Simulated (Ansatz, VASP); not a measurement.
## CuP3: VASP beside Ansatz

```
CELL_PARAMETERS angstrom
3.84805 0.00000 0.00000
0.00000 3.84805 0.00000
0.00000 0.00000 3.84805
ATOMIC_POSITIONS crystal
Cu 0.00000 0.00000 0.00000
P 0.00000 0.50000 0.50000
P 0.50000 0.00000 0.50000
P 0.50000 0.50000 0.00000
```

Alike in both runs: functional PBE; k mesh 12 × 12 × 12; occupations gaussian, width 0.1 eV; no spin polarisation.

Ansatz relaxed the structure, and its values are those at the end. VASP's run is a single point on that final structure, the one shown.

```csv
,VASP,Ansatz
version,VASP 6.6.1,Ansatz 0.2.0
potentials or method,"VASP PAW PBE potentials, release 64 (Cu, P), cutoff 520 eV","scalar-relativistic, plane waves, PAW"
valence electrons in the cell,26,34
```

|  | VASP | Ansatz | Ansatz less VASP |
| --- | --- | --- | --- |
| gap on the k mesh at the Fermi level (eV) | none | none | - |
| pressure (GPa) | 0.0 | 0.0 | +0.05 |

A gap of «none» marks a metal or a gap that the smearing closes. With one functional, cell and mesh, what is left measures potentials, basis and numerics. VASP's potentials hold 26 valence electrons a cell and Ansatz's 34, so a difference there can come from the potentials and not from the codes.
